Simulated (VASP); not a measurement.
PtSe2:

```xyz
3
Lattice="1.8457 1.0656 5.7607 -1.8457 1.0656 5.7607 0.0000 -2.1312 5.7607" Properties=species:S:1:pos:R:3 pbc="T T T"
Pt    0.0000    0.0000    0.0000
Se    0.0000    0.0000    4.4377
Se    0.0000    0.0000   12.8444
```

Base run:

```yaml
Program: VASP 6.6.1
Functional: PBE
Potentials_or_basis: VASP PAW PBE potentials, release 64 (Pt, Se)
Cutoff: 520 eV
k_mesh: 8 × 8 × 8
Occupations: gaussian, width 0.01 eV
Spin: no spin polarisation
```

Its results: band gap on the k mesh 0.38 eV, indirect (least direct gap 0.78 eV); pressure 3.6 GPa; largest force 0.136 eV/Å.

Q: The run is repeated on the same cell with these changes: functional from PBE to r2SCAN. What comes out?

A: Band gap on the k mesh 0.52 eV, indirect (least direct gap 0.99 eV); pressure 1.3 GPa; largest force 0.014 eV/Å.

r2SCAN gives the wider gap, since meta-GGAs in the generalised Kohn-Sham scheme recover part of the derivative discontinuity.

Caveats: spin-orbit coupling is left out, which moves the levels of the heavy elements; the PAW data sets were made with another functional, which shifts forces and pressure a little (some runs).

A k mesh can miss the band edges.
